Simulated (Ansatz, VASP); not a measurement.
# SnTe in VASP and in Ansatz

The input INCAR:

```
SYSTEM = SnTe
ALGO = Normal
EDIFF = 1E-6
ENCUT = 500
GGA = RE
GGA_COMPAT = .FALSE.
ISIF = 2
ISMEAR = 0
LASPH = .TRUE.
LCHARG = .TRUE.
LELF = .TRUE.
LREAL = .FALSE.
LVHAR = .TRUE.
LWAVE = .FALSE.
NBANDS = 17
NELM = 120
PREC = Accurate
SIGMA = 0.1
```

KPOINTS

```
k-points
0
G
  4 4 4
  0 0 0
```

Contents of POSCAR:

```
SnTe
1.0
    0.0000000000      3.6111460000      3.6111460000
    3.6111460000      0.0000000000      3.6111460000
    3.6111460000      3.6111460000      0.0000000000
Sn Te
1 1
Direct
    0.0000000000      0.0000000000      0.0000000000
    0.7500000000      0.7500000000      0.7500000000
```

Input for Ansatz:

```yaml
crystal:
  lattice:
    - [0.0, 3.611146, 3.611146]
    - [3.611146, 0.0, 3.611146]
    - [3.611146, 3.611146, 0.0]
  atoms:
    - { symbol: Sn, position: [0.0, 0.0, 0.0] }
    - { symbol: Te, position: [0.75, 0.75, 0.75] }
basis:
  ecutwfc: 420
kpoints:
  mp_grid: { grid: [4, 4, 4] }
hamiltonian:
  xc: revpbe
scf:
  occupations: { method: gaussian, width: 0.1 }
output:
  forces: true
  stress: true
  eigenvalues: true
```

Alike in both runs: task single point; functional revPBE; k mesh 4 × 4 × 4; occupations gaussian, width 0.1 eV; no spin polarisation.

|  | VASP | Ansatz |
| --- | --- | --- |
| version | VASP 6.6.1 | Ansatz 0.2.0 |
| potentials or method | VASP PAW PBE potentials, release 64 (Sn_d, Te), cutoff 500 eV | scalar-relativistic, plane waves, PAW |
| valence electrons in the cell | 20 | 30 |

```tsv
	VASP	Ansatz	Ansatz less VASP
gap on the k mesh at the Fermi level (eV)	0.17	0.17	+0.002
least direct gap on the mesh (eV)	0.85	0.85	+0.002
pressure (GPa)	0.5	0.5	+0.01
```

VASP's potentials were made for PBE, not for revPBE. VASP's potentials hold 20 valence electrons a cell and Ansatz's 30, so a difference there can come from the potentials and not from the codes.

Neither program's run includes spin-orbit coupling.
